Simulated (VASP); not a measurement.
# Pt in VASP: further runs

Runs on Pt. Level: PBE. Tasks: single point.

All numbers are computed with VASP 6.6.1; they aren't measurements. Logs are shortened: lines on timing, memory, paths and dates and some standing lists are left out, and cuts for length are marked.

### 1 The cell of the first run

The cell holds a sheet with vacuum, 1 atom: a = 2.517 Å, b = 2.526 Å, c = 23.800 Å, α = 90.00°, β = 90.00°, γ = 90.00°.

### 2 Single point, PBE

Input file INCAR:

```
SYSTEM = Pt
PREC = Accurate
ENCUT = 520
EDIFF = 1E-6
ISMEAR = 0
SIGMA = 0.1
LREAL = .FALSE.
LASPH = .TRUE.
NELM = 80
ALGO = Normal
ISIF = 2
LWAVE = .FALSE.
LCHARG = .TRUE.
LDIPOL = .TRUE.
IDIPOL = 3
DIPOL = 0.5 0.5 0.294
GGA = PE
LELF = .TRUE.
LVHAR = .TRUE.
LVACPOTAV = .TRUE.
NBANDS = 11
```

Input file KPOINTS:

```
regular mesh
0
G
  22 22 1
  0 0 0
```

Input file POSCAR:

```
Pt
1.0
    2.5171941276      0.0000000000      0.0000000000
    0.0000000000      2.5261121274      0.0000000000
    0.0000000000      0.0000000000     23.8000000000
Pt
1
Direct
    0.0000000000      0.5000000000      0.2941176471
```

Potentials or basis: VASP PAW PBE potentials, release 64 (Pt).

Run with:

```
> cat potpaw_PBE.64/Pt/POTCAR > POTCAR
> mpirun -np 1 vasp_std > vasp.out
```

OUTCAR:

```text
SYSTEM = Pt
   PREC = Accurate
   ENCUT = 520
   EDIFF = 1E-6
   ISMEAR = 0
   LREAL = .FALSE.
   LASPH = .TRUE.
   NELM = 80
   ISIF = 2
   GGA = PE

 ion  position               nearest neighbor table
   1  0.000  0.500  0.294-

  LATTYP: Found a simple orthorhombic cell.
 ALAT       =     2.5171941276
 B/A-ratio  =     1.0035428335
 C/A-ratio  =     9.4549720020

  Lattice vectors:

 A1 = (   2.5171941276,   0.0000000000,   0.0000000000)
 A2 = (   0.0000000000,   2.5261121274,   0.0000000000)
 A3 = (   0.0000000000,   0.0000000000,  23.8000000000)

Analysis of symmetry for initial positions (statically):
=====================================================================
 Subroutine PRICEL returns:
 Original cell was already a primitive cell.

 Routine SETGRP: Setting up the symmetry group for a
 simple orthorhombic supercell.

 Subroutine GETGRP returns: Found  8 space group operations
 (whereof  4 operations were pure point group operations)
 out of a pool of  8 trial point group operations.

The static configuration has the point symmetry C_2v.
 The point group associated with its full space group is D_2h.

Analysis of symmetry for dynamics (positions and initial velocities):
=====================================================================
 Subroutine PRICEL returns:
 Original cell was already a primitive cell.

 Routine SETGRP: Setting up the symmetry group for a
 simple orthorhombic supercell.

 Subroutine GETGRP returns: Found  8 space group operations
 (whereof  4 operations were pure point group operations)
 out of a pool of  8 trial point group operations.

The dynamic configuration has the point symmetry C_2v.
 The point group associated with its full space group is D_2h.

 Subroutine INISYM returns: Found  8 space group operations
 (whereof  4 operations are pure point group operations),
 and found     1 'primitive' translations

----------------------------------------------------------------------------------------

                                     Primitive cell

  volume of cell :     151.3374

  direct lattice vectors                    reciprocal lattice vectors
     2.517194128  0.000000000  0.000000000     0.397267731  0.000000000  0.000000000
     0.000000000  2.526112127  0.000000000     0.000000000  0.395865247  0.000000000
     0.000000000  0.000000000 23.800000000     0.000000000  0.000000000  0.042016807

  length of vectors
     2.517194128  2.526112127 23.800000000     0.397267731  0.395865247  0.042016807

  position of ions in fractional coordinates (direct lattice)
[... 83 lines left out ...]
   ISIF   =      2    stress and relaxation
   ISYM   =      2    0-nonsym 1-usesym 2-fastsym
   POTIM  = 0.5000    time-step for ionic-motion
   TEBEG  =    0.0;   TEEND  =   0.0 temperature during run
   PSTRESS=    0.0 pullay stress
   NELECT =      10.0000    total number of electrons
   NUPDOWN=      -1.0000    fix difference up-down
   EMIN   =  10.00;   EMAX   =-10.00  energy-range for DOS
   EFERMI =   0.00;   METHOD = LEGACY
   ISMEAR =     0;   SIGMA  =   0.10  broadening in eV -4-tet -1-fermi 0-gaus
   EFERMI_NEDOS =   21; number of points for ismear=-14 and -15
   IALGO  =     38    algorithm
   IMIX   =      4    mixing-type and parameters
     AMIX     =   0.40;   BMIX     =  1.00
     AMIX_MAG =   1.60;   BMIX_MAG =  1.00
  volume/ion in A,a.u.               =     151.34      1021.28
  Fermi-wavevector in a.u.,A,eV,Ry     =   0.661850  1.250715  5.959965  0.438045
  Thomas-Fermi vector in A             =   1.734737
   LORBIT       =      0    0 simple, 1 ext, 2 COOP (PROOUT), +10 PAW based schemes
   GGA     = PE    functional components
   LHFCALC =     F    Hartree Fock is set to
   AEXX    =    0.0000 exact exchange contribution
   IVDW    =     0    specifies the selected vdW correction
   LEPSILON=     F    determine dielectric tensor
   LRPA    =     F    only Hartree local field effects (RPA)
 non-spin polarized calculation
 Gauss-broadening in eV      SIGMA  =   0.10
  energy-cutoff  :      520.00
  volume of cell :      151.34
 maximum number of plane-waves:      4143
 NGX is ok and might be reduce to    20
   NGX =  9   NGY =  9   NGZ = 89

 number of electron      10.0000003 magnetization

 dipolmoment           0.000000      0.000000     -0.000006 electrons x Angstroem

 Free energy of the ion-electron system (eV)
  ---------------------------------------------------
  ext. energy  EPLUGINS =         0.00000000
  ---------------------------------------------------
  free energy    TOTEN  =        -4.76175491 eV

  energy without entropy =       -4.74947309  energy(sigma->0) =       -4.75561400

 E-fermi :  -4.5076     XC(G=0):  -2.0736

 val. band max:       -4.5084096465   @ k =   0.1818   0.0455   0.0000
 cond. band min:      -4.5003107356   @ k =   0.3636   0.3636   0.0000
 fundamental gap:      0.0080989108
 Fermi energy:        -4.5076291921

 k-point     1 :       0.0000    0.0000    0.0000
  band No.  band energies     occupation
      1     -11.6207      2.00000
      2     -10.3867      2.00000
      3      -6.7495      2.00000
      4      -4.5000      0.91404
      5      -4.4724      0.61830
      6      -3.5689      0.00000
      7      -2.7309      0.00000
      8       1.4014      0.00000
      9       1.8015      0.00000
     10       1.8403      0.00000
     11       2.7228      0.00000
[... 309 lines left out ...]
 k-point    24 :       0.5000    0.0455    0.0000
  band No.  band energies     occupation
      1      -9.6667      2.00000
      2      -8.3531      2.00000
      3      -6.2941      2.00000
      4      -5.3576      2.00000
      5      -4.2138      0.00003
      6      -2.3554      0.00000
      7       1.9180      0.00000
      8       3.0943      0.00000
      9       6.3285      0.00000
     10       6.8154      0.00000
     11       7.3734      0.00000

 [... further k-points ...]
[... 5 lines left out ...]
  --------------------------------------------------------------------------------------
  -------------------------------------------------------------------------------------
  Total        0.0099329     -0.0773566     -0.0122259      0.0000000      0.0000000      0.0000000
  in kB        0.1051577     -0.8189586     -0.1294326      0.0000000      0.0000000      0.0000000
  external PRESSURE =      -0.2810778 kB  Pullay stress =       0.0000000 kB

 VOLUME and BASIS-vectors are now :
 -----------------------------------------------------------------------------
  energy-cutoff  :      520.00
  volume of cell :      151.34
      direct lattice vectors                 reciprocal lattice vectors
     2.517194128  0.000000000  0.000000000     0.397267731  0.000000000  0.000000000
     0.000000000  2.526112127  0.000000000     0.000000000  0.395865247  0.000000000
     0.000000000  0.000000000 23.800000000     0.000000000  0.000000000  0.042016807

 POSITION                                       TOTAL-FORCE (eV/Angst)
 -----------------------------------------------------------------------------------
      0.00000      1.26306      7.00000         0.000000      0.000000      0.000000
 -----------------------------------------------------------------------------------
    total drift:                                0.000000      0.000000     -0.000070

  FREE ENERGIE OF THE ION-ELECTRON SYSTEM (eV)
  ---------------------------------------------------
  free  energy   TOTEN  =        -4.7617549061 eV

  energy  without entropy=       -4.7494730891  energy(sigma->0) =       -4.75561400

 vacuum level on the upper side and lower side of the slab         1.699         1.699
```

OSZICAR:

```text
N       E                     dE             d eps       ncg     rms          rms(c)
DAV:   1     0.626098144990E+02    0.62610E+02   -0.32989E+03  3168   0.638E+02
DAV:   2    -0.240175202246E+01   -0.65012E+02   -0.56108E+02  5020   0.107E+02
DAV:   3    -0.507930846170E+01   -0.26776E+01   -0.26084E+01  4150   0.293E+01
DAV:   4    -0.510478821448E+01   -0.25480E-01   -0.24088E-01  3667   0.268E+00
DAV:   5    -0.510520948655E+01   -0.42127E-03   -0.42120E-03  3738   0.403E-01    0.775E+00
DAV:   6    -0.478585549921E+01    0.31935E+00   -0.12779E+00  3489   0.720E+00    0.453E+00
DAV:   7    -0.476369498400E+01    0.22161E-01   -0.65047E-02  3430   0.150E+00    0.187E+00
DAV:   8    -0.476196478387E+01    0.17302E-02   -0.38547E-03  3434   0.442E-01    0.188E-01
DAV:   9    -0.476165982658E+01    0.30496E-03   -0.63739E-04  3858   0.144E-01    0.469E-02
DAV:  10    -0.476168915870E+01   -0.29332E-04   -0.13509E-05  3578   0.234E-02    0.860E-03
DAV:  11    -0.476171217276E+01   -0.23014E-04   -0.19824E-06  3632   0.767E-03    0.401E-03
DAV:  12    -0.476172900910E+01   -0.16836E-04   -0.13165E-06  3592   0.542E-03    0.972E-04
DAV:  13    -0.476174557642E+01   -0.16567E-04   -0.18671E-06  3587   0.473E-03    0.687E-04
DAV:  14    -0.476175232193E+01   -0.67455E-05   -0.13320E-06  3596   0.323E-03    0.571E-04
DAV:  15    -0.476175416010E+01   -0.18382E-05   -0.61066E-08  3636   0.115E-03    0.149E-04
DAV:  16    -0.476175490614E+01   -0.74604E-06   -0.10613E-08  3385   0.291E-04
   1 F= -.47617549E+01 E0= -.47556140E+01  d E =-.122818E-01
```

It took 1.9 min on 1 thread of AMD EPYC 9R45 (Zen 5), shared host; peak memory 0.38 GiB.

What came out:

* Free energy: -4.7618 eV
* Band gap on the k mesh: zero (band 5 reaches -1.63 eV, above the bottom of band 6 at -5.36 eV)

Caveat: spin-orbit coupling is left out, which moves the levels of the heavy elements.

### 3 Single point, PBE

Input file INCAR:

```
PREC     = Accurate       # precision mode
ENCUT    = 520            # plane-wave cutoff, eV
EDIFF    = 1E-6           # SCF threshold, eV
ISMEAR   = 0              # smearing method
SIGMA    = 0.1            # smearing width, eV
LREAL    = F              # projectors in reciprocal space
LASPH    = T              # aspherical terms in the spheres
NELM     = 60             # most SCF steps
ALGO     = Normal         # electronic algorithm
ISIF     = 2              # what is computed and relaxed
LWAVE    = F              # write WAVECAR
LCHARG   = F              # write CHGCAR
LDIPOL   = T            
IDIPOL   = 3            
DIPOL    = 0.5 0.5 0.294
GGA      = PE             # functional
NBANDS   = 11             # bands
```

Input file KPOINTS:

```
Automatic mesh
0
Gamma
  22 22 1
```

Input file POSCAR:

```
Pt
1.0
    2.5230497983      0.0000000000      0.0000000000
    0.0000000000      2.5231341980      0.0000000000
    0.0000000000      0.0000000000     23.8000000000
Pt
1
Direct
    0.0000000000      0.5000000000      0.2941176471
```

Potentials or basis: VASP PAW PBE potentials, release 64 (Pt).

Run with:

```
> cat potpaw_PBE.64/Pt/POTCAR > POTCAR
> mpirun -np 1 vasp_std > vasp.out
```

It took 2 min on 1 thread of AMD EPYC 9R45 (Zen 5), shared host; peak memory 0.39 GiB.

The run converged. Its results:

```yaml
Free_energy: -4.7618 eV
Band_gap_on_the_k_mesh: zero (band 5 reaches -1.64 eV, above the bottom of band 6 at -5.36 eV)
```

Levels at points of the mesh, in eV from the Fermi level:
| k point | band 1 | band 2 | band 3 | band 4 | band 5 | band 6 | band 7 | band 8 | band 9 | band 10 |
| --- | --- | --- | --- | --- | --- | --- | --- | --- | --- | --- |
| (0.00, 0.00, 0.00) | -7.10 | -5.87 | -2.23 | 0.02 | 0.02 | 0.93 | 1.78 | 5.91 | 6.31 | 6.35 |
| (0.50, 0.00, 0.00) | -5.29 | -3.84 | -1.55 | -0.87 | 0.40 | 1.93 | 6.35 | 7.47 | 10.78 | 11.25 |
| (0.00, 0.50, 0.00) | -5.30 | -3.84 | -1.55 | -0.87 | 0.40 | 1.92 | 6.35 | 7.47 | 10.78 | 11.24 |
| (0.50, 0.50, 0.00) | -5.90 | -2.90 | -2.90 | -0.15 | 2.87 | 7.86 | 7.86 | 12.60 | 12.92 | 13.53 |

Caveat: spin-orbit coupling is left out, which moves the levels of the heavy elements.
